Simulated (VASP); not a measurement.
Runs of VASP 6.6.1 on NaI. The structure is that of space group Fm-3m (No. 225), or close to it. The cells are those of the table. 

```tsv
cell	gap on the mesh (eV)	pressure (GPa)
a = 4.419 Å, angles 60.0°, 2 atoms	3.95	(a)
a = 4.725 Å, angles 60.0°, 2 atoms	3.41	-0.9
a = 4.460 Å, angles 60.0°, 2 atoms	3.86	2.0
a = 4.652 Å, angles 60.0°, 2 atoms	3.52	(b)
a = 4.538 Å, angles 60.0°, 2 atoms	3.71	0.9
```

Alike in all rows: task single point; level PBE; potentials or basis VASP PAW PBE potentials, release 64 (Na_pv, I); no spin polarisation; k mesh 5 × 5 × 5; cutoff (eV) 500; smearing gaussian 0.01 eV.

Task: Fill in the values left out.

Result: (a) 2.8; (b) -0.3.

Caveats: spin-orbit coupling is left out, which moves the levels of the heavy elements.

A k mesh can miss the band edges, and the runs leave out spin-orbit coupling on I.
